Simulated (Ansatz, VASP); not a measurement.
Co in VASP and in Ansatz

```
CELL_PARAMETERS angstrom
-1.43235 1.43235 1.43235
1.43235 -1.43235 1.43235
1.43235 1.43235 -1.43235
ATOMIC_POSITIONS crystal
Co 0.00000 0.00000 0.00000
```

Alike in both runs: task single point; functional PBE; k mesh 20 × 20 × 20; occupations gaussian, width 0.1 eV; collinear spin.

```csv
,VASP,Ansatz
version,VASP 6.6.1,Ansatz 0.2.0
potentials or method,"VASP PAW PBE potentials, release 64 (Co), cutoff 520 eV","scalar-relativistic, plane waves, PAW"
valence electrons in the cell,9,17
```

|  | VASP | Ansatz | Ansatz less VASP |
| --- | --- | --- | --- |
| gap on the k mesh at the Fermi level (eV) | none | none | - |
| pressure (GPa) | -10.6 | -10.1 | +0.56 |
| net moment per atom (μB) | 1.78 | 1.80 | +0.020 |
| size of the moment on the site where the two differ most (μB) | 1.81 | 1.87 | +0.063 |

Site moments also hang on the region over which each program counts them. A gap of «none» marks a metal or a gap that the smearing closes. With one functional, cell and mesh, what is left measures potentials, basis and numerics. VASP's potentials hold 9 valence electrons a cell and Ansatz's 17, so a difference there can come from the potentials and not from the codes.
